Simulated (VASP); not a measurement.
# FeGe (P2_13) in VASP: further runs

The runs below take FeGe through single point, with PBEsol, PBE.

All numbers are computed with VASP 6.6.1; they aren't measurements. Logs are shortened: lines on timing, memory, paths and dates and some standing lists are left out, and cuts for length are marked.

## (1) The cell of the first run

Symmetry: P2_13, No. 198, cubic system. The conventional cell has a = 4.689 Å, b = 4.689 Å, c = 4.689 Å, α = 90.00°, β = 90.00°, γ = 90.00°. Within 3.1 Å of Ge (site symmetry 3) lie 7 Fe at 2.38 to 2.64 Å and 6 Ge at 2.90 Å. Fe (site symmetry 3) has 7 Ge at 2.38 to 2.64 Å and 6 Fe at 2.87 Å within 3.1 Å.

## (2) Single point, PBEsol

INCAR reads:

```
SYSTEM = FeGe
ALGO = Normal
EDIFF = 1E-7
ENCUT = 520
GGA = PS
ISIF = 2
ISMEAR = -1
LASPH = .TRUE.
LCHARG = .FALSE.
LREAL = .FALSE.
LWAVE = .FALSE.
NBANDS = 54
NELM = 100
PREC = Accurate
SIGMA = 0.05
```

KPOINTS reads:

```
k-points
0
G
  6 6 6
  0 0 0
```

POSCAR reads:

```
FeGe
1.0
    4.6890000000      0.0000000000      0.0000000000
    0.0000000000      4.6890000000      0.0000000000
    0.0000000000      0.0000000000      4.6890000000
Ge Fe
4 4
Direct
    0.1580000000      0.3420000000      0.6580000000
    0.3420000000      0.6580000000      0.1580000000
    0.6580000000      0.1580000000      0.3420000000
    0.8420000000      0.8420000000      0.8420000000
    0.8650000000      0.6350000000      0.3650000000
    0.6350000000      0.3650000000      0.8650000000
    0.3650000000      0.8650000000      0.6350000000
    0.1350000000      0.1350000000      0.1350000000
```

Potentials or basis: VASP PAW PBE potentials, release 64 (Ge_d, Fe).

Launch:

```console
$ cat potpaw_PBE.64/Ge_d/POTCAR potpaw_PBE.64/Fe/POTCAR > POTCAR
$ mpirun -np 1 vasp_std > vasp.out
```

OUTCAR:

```text
SYSTEM = FeGe
   EDIFF = 1E-7
   ENCUT = 520
   GGA = PS
   ISIF = 2
   ISMEAR = -1
   LASPH = .TRUE.
   LREAL = .FALSE.
   NELM = 100
   PREC = Accurate

 ion  position               nearest neighbor table
   1  0.158  0.342  0.658-   5 2.38   8 2.44   7 2.44   6 2.44   7 2.64   8 2.64   6 2.64   2 2.90
                             2 2.90   3 2.90   4 2.90   3 2.90   4 2.90
   2  0.342  0.658  0.158-   6 2.38   7 2.44   5 2.44   8 2.44   5 2.64   7 2.64   8 2.64   1 2.90
                             1 2.90   3 2.90   3 2.90   4 2.90   4 2.90
   3  0.658  0.158  0.342-   7 2.38   6 2.44   5 2.44   8 2.44   6 2.64   5 2.64   8 2.64   1 2.90
                             4 2.90   2 2.90   2 2.90   1 2.90   4 2.90
   4  0.842  0.842  0.842-   8 2.38   5 2.44   7 2.44   6 2.44   6 2.64   5 2.64   7 2.64   2 2.90
                             3 2.90   1 2.90   3 2.90   1 2.90   2 2.90
   5  0.865  0.635  0.365-   1 2.38   4 2.44   3 2.44   2 2.44   3 2.64   4 2.64   2 2.64   6 2.87
                             6 2.87   8 2.87   8 2.87   7 2.87   7 2.87
   6  0.635  0.365  0.865-   2 2.38   3 2.44   1 2.44   4 2.44   1 2.64   3 2.64   4 2.64   5 2.87
                             5 2.87   7 2.87   7 2.87   8 2.87   8 2.87
   7  0.365  0.865  0.635-   3 2.38   2 2.44   1 2.44   4 2.44   2 2.64   1 2.64   4 2.64   8 2.87
                             6 2.87   6 2.87   8 2.87   5 2.87   5 2.87
   8  0.135  0.135  0.135-   4 2.38   1 2.44   3 2.44   2 2.44   2 2.64   1 2.64   3 2.64   5 2.87
                             7 2.87   7 2.87   5 2.87   6 2.87   6 2.87

  LATTYP: Found a simple cubic cell.
 ALAT       =     4.6890000000

  Lattice vectors:

 A1 = (   4.6890000000,   0.0000000000,   0.0000000000)
 A2 = (   0.0000000000,   4.6890000000,   0.0000000000)
 A3 = (   0.0000000000,   0.0000000000,   4.6890000000)

Analysis of symmetry for initial positions (statically):
=====================================================================
 Subroutine PRICEL returns:
 Original cell was already a primitive cell.

 Routine SETGRP: Setting up the symmetry group for a
 simple cubic supercell.

 Subroutine GETGRP returns: Found 12 space group operations
 (whereof  3 operations were pure point group operations)
 out of a pool of 48 trial point group operations.

The static configuration has the point symmetry C_3 .
 The point group associated with its full space group is T   .

Analysis of symmetry for dynamics (positions and initial velocities):
=====================================================================
 Subroutine PRICEL returns:
 Original cell was already a primitive cell.

 Routine SETGRP: Setting up the symmetry group for a
 simple cubic supercell.

[... 124 lines left out ...]
   POTIM  = 0.5000    time-step for ionic-motion
   TEBEG  =    0.0;   TEEND  =   0.0 temperature during run
   PSTRESS=    0.0 pullay stress
   NELECT =      88.0000    total number of electrons
   NUPDOWN=      -1.0000    fix difference up-down
   EMIN   =  10.00;   EMAX   =-10.00  energy-range for DOS
   EFERMI =   0.00;   METHOD = LEGACY
   ISMEAR =    -1;   SIGMA  =   0.05  broadening in eV -4-tet -1-fermi 0-gaus
   EFERMI_NEDOS =   21; number of points for ismear=-14 and -15
   IALGO  =     38    algorithm
   IMIX   =      4    mixing-type and parameters
     AMIX     =   0.40;   BMIX     =  1.00
     AMIX_MAG =   1.60;   BMIX_MAG =  1.00
  volume/ion in A,a.u.               =      12.89        86.97
  Fermi-wavevector in a.u.,A,eV,Ry     =   1.552943  2.934637 32.812241  2.411632
  Thomas-Fermi vector in A             =   2.657245
   LORBIT       =      0    0 simple, 1 ext, 2 COOP (PROOUT), +10 PAW based schemes
   GGA     = PS    functional components
   LHFCALC =     F    Hartree Fock is set to
   AEXX    =    0.0000 exact exchange contribution
   IVDW    =     0    specifies the selected vdW correction
   LEPSILON=     F    determine dielectric tensor
   LRPA    =     F    only Hartree local field effects (RPA)
 non-spin polarized calculation
  energy-cutoff  :      520.00
  volume of cell :      103.10
 maximum number of plane-waves:      2801
   NGX = 17   NGY = 17   NGZ = 17

 number of electron      87.9999927 magnetization

 Free energy of the ion-electron system (eV)
  ---------------------------------------------------
  ext. energy  EPLUGINS =         0.00000000
  ---------------------------------------------------
  free energy    TOTEN  =       -56.66386289 eV

  energy without entropy =      -56.58504919  energy(sigma->0) =      -56.62445604

 E-fermi :   7.7325     XC(G=0): -13.0317

 val. band max:        7.6922889278   @ k =   0.1667   0.1667   0.1667
 cond. band min:       7.7772159655   @ k =   0.3333   0.1667   0.1667
 fundamental gap:      0.0849270376
 Fermi energy:         7.7325218278

 k-point     1 :       0.0000    0.0000    0.0000
  band No.  band energies     occupation
      1     -16.7476      2.00000
      2     -16.7476      2.00000
      3     -16.7476      2.00000
      4     -16.7102      2.00000
      5     -16.7102      2.00000
      6     -16.7102      2.00000
[... 1357 lines left out ...]
     53      13.2920      0.00000
     54      13.2920      0.00000

------------------------ aborting loop because EDIFF is reached ----------------------------------------

  FORCE on cell =-STRESS in cart. coord.  units (eV):
  Direction    XX          YY          ZZ          XY          YZ          ZX
  --------------------------------------------------------------------------------------
  -------------------------------------------------------------------------------------
  Total       -8.1078307     -8.1078307     -8.1078307      0.0000000      0.0000000      0.0000000
  in kB     -126.0011632   -126.0011632   -126.0011632      0.0000000      0.0000000      0.0000000
  external PRESSURE =    -126.0011632 kB  Pullay stress =       0.0000000 kB

 VOLUME and BASIS-vectors are now :
 -----------------------------------------------------------------------------
  energy-cutoff  :      520.00
  volume of cell :      103.10
      direct lattice vectors                 reciprocal lattice vectors
     4.689000000  0.000000000  0.000000000     0.213265089  0.000000000  0.000000000
     0.000000000  4.689000000  0.000000000     0.000000000  0.213265089  0.000000000
     0.000000000  0.000000000  4.689000000     0.000000000  0.000000000  0.213265089

 POSITION                                       TOTAL-FORCE (eV/Angst)
 -----------------------------------------------------------------------------------
      0.74086      1.60364      3.08536         0.226508     -0.226508      0.226508
      1.60364      3.08536      0.74086        -0.226508      0.226508      0.226508
      3.08536      0.74086      1.60364         0.226508      0.226508     -0.226508
      3.94814      3.94814      3.94814        -0.226508     -0.226508     -0.226508
      4.05599      2.97751      1.71149         0.137592     -0.137592      0.137592
      2.97751      1.71149      4.05599        -0.137592      0.137592      0.137592
      1.71149      4.05599      2.97751         0.137592      0.137592     -0.137592
      0.63301      0.63301      0.63301        -0.137592     -0.137592     -0.137592
 -----------------------------------------------------------------------------------
    total drift:                               -0.000001      0.000000     -0.000000

  FREE ENERGIE OF THE ION-ELECTRON SYSTEM (eV)
  ---------------------------------------------------
  free  energy   TOTEN  =       -56.6638628940 eV

  energy  without entropy=      -56.5850491871  energy(sigma->0) =      -56.62445604
```

stdout:

```text
POSCAR found type information on POSCAR GeFe
 POSCAR found :  2 types and       8 ions
 scaLAPACK will be used
 -----------------------------------------------------------------------------
|                                                                             |
|                                                                             |
|     You enforced a specific xc type in the INCAR file but a different       |
|     I HOPE YOU KNOW WHAT YOU ARE DOING!                                     |
|                                                                             |
 -----------------------------------------------------------------------------

 LDA part: xc-table for (Slater+PW92), standard interpolation
 POSCAR, INCAR and KPOINTS ok, starting setup
 FFT: planning ... GRIDC
 FFT: planning ... GRID_SOFT
 FFT: planning ... GRID
 WAVECAR not read
 entering main loop
```

Wall time 5.6 min (1 thread of AMD EPYC 7R13, shared host); peak memory 0.24 GiB.

What came out:

- Free energy: -56.6639 eV
- Pressure: -12.6 GPa
- Largest force: 0.392 eV/Å
- Band gap on the k mesh: 0.08 eV, indirect (least direct gap 0.11 eV)

Forces in eV/Å, atoms in the order of the input:
```
Ge   0.227 -0.227  0.227
Ge  -0.227  0.227  0.227
Ge   0.227  0.227 -0.227
Ge  -0.227 -0.227 -0.227
Fe   0.138 -0.138  0.138
Fe  -0.138  0.138  0.138
Fe   0.138  0.138 -0.138
Fe  -0.138 -0.138 -0.138
```

Caveat: the PAW data sets were made with another functional, which shifts forces and pressure a little. A k mesh can miss the band edges.

## (3) Single point, PBE, collinear spin, ferromagnetic start

This run uses another cell than the first one, of 12.69 Å³/atom, 0.985 times its volume.

INCAR reads:

```
ALGO = Normal
EDIFF = 1E-7
ENCUT = 520
GGA = PE
ISIF = 2
ISMEAR = -1
ISPIN = 2
LASPH = T
LCHARG = F
LMAXMIX = 4
LORBIT = 11
LREAL = F
LWAVE = F
MAGMOM = 0 0 0 0 3 3 3 3
NBANDS = 58
NELM = 150
PREC = Accurate
SIGMA = 0.05
```

KPOINTS reads:

```
k-points
0
Gamma
  6 6 6
```

POSCAR reads:

```
FeGe
1.0
    4.6648036996      0.0000000000      0.0000000000
    0.0000000000      4.6648036996      0.0000000000
    0.0000000000      0.0000000000      4.6648036996
Ge Fe
4 4
Direct
    0.1583277926      0.3416722074      0.6583277926
    0.3416722074      0.6583277926      0.1583277926
    0.6583277926      0.1583277926      0.3416722074
    0.8416722074      0.8416722074      0.8416722074
    0.8651831026      0.6348168974      0.3651831026
    0.6348168974      0.3651831026      0.8651831026
    0.3651831026      0.8651831026      0.6348168974
    0.1348168974      0.1348168974      0.1348168974
```

Potentials or basis: VASP PAW PBE potentials, release 64 (Ge_d, Fe).

Launch:

```console
$ cat potpaw_PBE.64/Ge_d/POTCAR potpaw_PBE.64/Fe/POTCAR > POTCAR
$ mpirun -np 1 vasp_std > vasp.out
```

OUTCAR:

```text
EDIFF = 1E-7
   ENCUT = 520
   GGA = PE
   ISIF = 2
   ISMEAR = -1
   ISPIN = 2
   LASPH = T
   LORBIT = 11
   LREAL = F
   NELM = 150
   PREC = Accurate

 ion  position               nearest neighbor table
   1  0.158  0.342  0.658-   5 2.37   6 2.43   7 2.43   8 2.43   7 2.63   8 2.63   6 2.63   2 2.89
                             2 2.89   3 2.89   4 2.89   3 2.89   4 2.89
   2  0.342  0.658  0.158-   6 2.37   5 2.43   7 2.43   8 2.43   5 2.63   7 2.63   8 2.63   1 2.89
                             1 2.89   3 2.89   3 2.89   4 2.89   4 2.89
   3  0.658  0.158  0.342-   7 2.37   6 2.43   5 2.43   8 2.43   6 2.63   5 2.63   8 2.63   1 2.89
                             4 2.89   2 2.89   2 2.89   1 2.89   4 2.89
   4  0.842  0.842  0.842-   8 2.37   6 2.43   7 2.43   5 2.43   6 2.63   5 2.63   7 2.63   2 2.89
                             3 2.89   1 2.89   3 2.89   1 2.89   2 2.89
   5  0.865  0.635  0.365-   1 2.37   2 2.43   3 2.43   4 2.43   3 2.63   4 2.63   2 2.63   8 2.86
                             6 2.86   6 2.86   8 2.86   7 2.86   7 2.86
   6  0.635  0.365  0.865-   2 2.37   1 2.43   3 2.43   4 2.43   1 2.63   3 2.63   4 2.63   8 2.86
                             5 2.86   5 2.86   7 2.86   7 2.86   8 2.86
   7  0.365  0.865  0.635-   3 2.37   2 2.43   1 2.43   4 2.43   2 2.63   1 2.63   4 2.63   8 2.86
                             8 2.86   5 2.86   6 2.86   6 2.86   5 2.86
   8  0.135  0.135  0.135-   4 2.37   2 2.43   3 2.43   1 2.43   2 2.63   1 2.63   3 2.63   5 2.86
                             6 2.86   7 2.86   7 2.86   5 2.86   6 2.86

  LATTYP: Found a simple cubic cell.
 ALAT       =     4.6648036996

  Lattice vectors:

 A1 = (   4.6648036996,   0.0000000000,   0.0000000000)
 A2 = (   0.0000000000,   4.6648036996,   0.0000000000)
 A3 = (   0.0000000000,   0.0000000000,   4.6648036996)

Analysis of symmetry for initial positions (statically):
=====================================================================
 Subroutine PRICEL returns:
 Original cell was already a primitive cell.

 Routine SETGRP: Setting up the symmetry group for a
 simple cubic supercell.
[... 1624 lines left out ...]

 k-point     1 :       0.0000    0.0000    0.0000
  band No.  band energies     occupation
      1     -16.5012      1.00000
      2     -16.5012      1.00000
      3     -16.5012      1.00000
      4     -16.4623      1.00000
      5     -16.4623      1.00000
      6     -16.4623      1.00000
[... 1405 lines left out ...]
     55      13.8063      0.00000
     56      13.8063      0.00000
 [bands above 56 left out]

------------------------ aborting loop because EDIFF is reached ----------------------------------------

  FORCE on cell =-STRESS in cart. coord.  units (eV):
  Direction    XX          YY          ZZ          XY          YZ          ZX
  --------------------------------------------------------------------------------------
  -------------------------------------------------------------------------------------
  Total        0.0498318      0.0498318      0.0498318     -0.0000000      0.0000000      0.0000000
  in kB        0.7865331      0.7865331      0.7865331     -0.0000000      0.0000000      0.0000000
  external PRESSURE =       0.7865331 kB  Pullay stress =       0.0000000 kB

 VOLUME and BASIS-vectors are now :
 -----------------------------------------------------------------------------
  energy-cutoff  :      520.00
  volume of cell :      101.51
      direct lattice vectors                 reciprocal lattice vectors
     4.664803700  0.000000000  0.000000000     0.214371293  0.000000000  0.000000000
     0.000000000  4.664803700  0.000000000     0.000000000  0.214371293  0.000000000
     0.000000000  0.000000000  4.664803700     0.000000000  0.000000000  0.214371293

 POSITION                                       TOTAL-FORCE (eV/Angst)
 -----------------------------------------------------------------------------------
      0.73857      1.59383      3.07097         0.002480     -0.002480      0.002480
      1.59383      3.07097      0.73857        -0.002480      0.002480      0.002480
      3.07097      0.73857      1.59383         0.002480      0.002480     -0.002480
      3.92624      3.92624      3.92624        -0.002480     -0.002480     -0.002480
      4.03591      2.96130      1.70351        -0.003241      0.003241     -0.003241
      2.96130      1.70351      4.03591         0.003241     -0.003241     -0.003241
      1.70351      4.03591      2.96130        -0.003241     -0.003241      0.003241
      0.62889      0.62889      0.62889         0.003241      0.003241      0.003241
 -----------------------------------------------------------------------------------
    total drift:                               -0.000000      0.000000      0.000000

  FREE ENERGIE OF THE ION-ELECTRON SYSTEM (eV)
  ---------------------------------------------------
  free  energy   TOTEN  =       -51.8412843144 eV

  energy  without entropy=      -51.7844295898  energy(sigma->0) =      -51.81285695

 total charge

# of ion       s       p       d       tot
------------------------------------------
    1        1.115   1.244  10.120  12.480
    2        1.115   1.244  10.120  12.480
    3        1.115   1.244  10.120  12.480
    4        1.115   1.244  10.120  12.480
    5        0.380   0.503   6.465   7.348
    6        0.380   0.503   6.465   7.348
    7        0.380   0.503   6.465   7.348
    8        0.380   0.503   6.465   7.348
--------------------------------------------------
tot          5.980   6.992  66.341  79.312

 magnetization (x)

# of ion       s       p       d       tot
------------------------------------------
    1       -0.011  -0.061  -0.006  -0.078
    2       -0.011  -0.061  -0.006  -0.078
    3       -0.011  -0.061  -0.006  -0.078
    4       -0.011  -0.061  -0.006  -0.078
    5       -0.000  -0.005   1.160   1.155
    6       -0.000  -0.005   1.160   1.155
    7       -0.000  -0.005   1.160   1.155
    8       -0.000  -0.005   1.160   1.155
--------------------------------------------------
tot         -0.048  -0.264   4.617   4.306
```

OSZICAR:

```text
N       E                     dE             d eps       ncg     rms          rms(c)
DAV:   1     0.985586305596E+03    0.98559E+03   -0.35896E+04  6612   0.406E+03
DAV:   2     0.157872592969E+03   -0.82771E+03   -0.78173E+03  5568   0.942E+02
DAV:   3    -0.385702866725E+02   -0.19644E+03   -0.18460E+03  5568   0.268E+02
DAV:   4    -0.557873772645E+02   -0.17217E+02   -0.16747E+02  6462   0.900E+01
DAV:   5    -0.562602479030E+02   -0.47287E+00   -0.47012E+00  6294   0.166E+01    0.260E+01
DAV:   6    -0.608567963234E+02   -0.45965E+01   -0.65001E+01  6872   0.737E+01    0.287E+01
DAV:   7    -0.518069947810E+02    0.90498E+01   -0.30600E+01  6400   0.556E+01    0.601E+00
DAV:   8    -0.519342108666E+02   -0.12722E+00   -0.27592E+00  6120   0.756E+00    0.326E+00
DAV:   9    -0.518503901267E+02    0.83821E-01   -0.19415E-01  6830   0.372E+00    0.122E+00
DAV:  10    -0.518426476883E+02    0.77424E-02   -0.24070E-02  7074   0.123E+00    0.372E-01
DAV:  11    -0.518413053083E+02    0.13424E-02   -0.31640E-03  6544   0.474E-01    0.114E-01
DAV:  12    -0.518412902567E+02    0.15052E-04   -0.48213E-04  6712   0.153E-01    0.720E-02
DAV:  13    -0.518412797352E+02    0.10521E-04   -0.40502E-05  6702   0.466E-02    0.297E-02
DAV:  14    -0.518412853024E+02   -0.55672E-05   -0.15981E-05  6168   0.307E-02    0.120E-02
DAV:  15    -0.518412847536E+02    0.54879E-06   -0.14727E-06  6128   0.111E-02    0.371E-03
DAV:  16    -0.518412845170E+02    0.23659E-06   -0.45052E-07  5352   0.458E-03    0.191E-03
DAV:  17    -0.518412843500E+02    0.16703E-06   -0.71385E-08  2944   0.275E-03    0.621E-04
DAV:  18    -0.518412843144E+02    0.35583E-07   -0.19072E-08  2910   0.883E-04
   1 F= -.51841284E+02 E0= -.51812857E+02  d E =-.568547E-01  mag=     4.1695
```

Wall time 6.2 min (1 thread of AMD EPYC 7R43 (Zen 3), shared host); peak memory 0.33 GiB.

What came out:

- Free energy: -51.8413 eV
- Pressure: 0.1 GPa
- Largest force: 0.006 eV/Å
- Net moment: 4.17 μB per cell
- Site moments: Ge -0.08; Fe +1.16 μB
- Valence electrons inside the program's atomic spheres: Ge 12.48; Fe 7.35

Forces on the atoms (eV/Å):
```
Ge   0.002 -0.002  0.002
Ge  -0.002  0.002  0.002
Ge   0.002  0.002 -0.002
Ge  -0.002 -0.002 -0.002
Fe  -0.003  0.003 -0.003
Fe   0.003 -0.003 -0.003
Fe  -0.003 -0.003  0.003
Fe   0.003  0.003  0.003
```
